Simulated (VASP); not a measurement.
Set up this calculation in VASP 6.6.1, as the native input.

```
Task                   : relaxation of volume and atoms at fixed shape
Functional             : PBEsol
Potentials or basis    : VASP PAW PBE potentials, release 64 (Al, Cu)
Cutoff                 : 600 eV
k mesh                 : 11 × 11 × 11
Occupations            : gaussian, width 0.05 eV
Spin                   : no spin polarisation
Dipole correction      : no
Further INCAR settings : ALGO = Normal; EDIFF = 1e-07; IBRION = 2; EDIFFG = -0.01; NSW = 80; ISIF = 8
```

The structure of Al3Cu lies in POSCAR:

```
Al3Cu
1.0
    3.9241510000      0.0000000000      0.0000000000
    0.0000000000      3.9241510000      0.0000000000
    0.0000000000      0.0000000000      3.9241510000
Al Cu
3 1
Direct
    0.0000000000      0.5000000000      0.5000000000
    0.5000000000      0.0000000000      0.5000000000
    0.5000000000      0.5000000000      0.0000000000
    0.0000000000      0.0000000000      0.0000000000
```

One way to write it, as run:

INCAR

```
PREC = Accurate ; ENCUT = 600
EDIFF = 1E-7 ; ISMEAR = 0
SIGMA = 0.05 ; LREAL = False
LASPH = True ; NELM = 100
ALGO = Normal ; ISIF = 8
LWAVE = False ; LCHARG = False
GGA = PS ; IBRION = 2
NSW = 80 ; EDIFFG = -0.01
```

KPOINTS

```
regular mesh
0
Gamma
  11 11 11
```

Potentials or basis: VASP PAW PBE potentials, release 64 (Al, Cu).

Launch:

```console
$ cat potpaw_PBE.64/Al/POTCAR potpaw_PBE.64/Cu/POTCAR > POTCAR
$ mpirun -np 1 vasp_std > vasp.out
```

It gave:

```json
{"Relaxed volume": "14.76 Å³/atom", "Relaxed cell": "a = 3.894 Å, b = 3.894 Å, c = 3.894 Å, α = 90.00°, β = 90.00°, γ = 90.00°", "Space group after relaxing (to 0.05 Å)": "Pm-3m (No. 221)", "Energy gained by relaxing": "2.5 meV/atom", "Ionic steps": "3", "Pressure after relaxing": "0.0 GPa", "Band gap on the k mesh": "zero (band 10 reaches 10.36 eV, above the bottom of band 11 at 6.58 eV)"}
```

Caveat: the PAW data sets were made with another functional, which shifts forces and pressure a little.

Run time: 40 s on 1 thread of Intel(R) Xeon(R) 6975P-C (Granite Rapids) (shared host), peak memory 0.22 GiB.
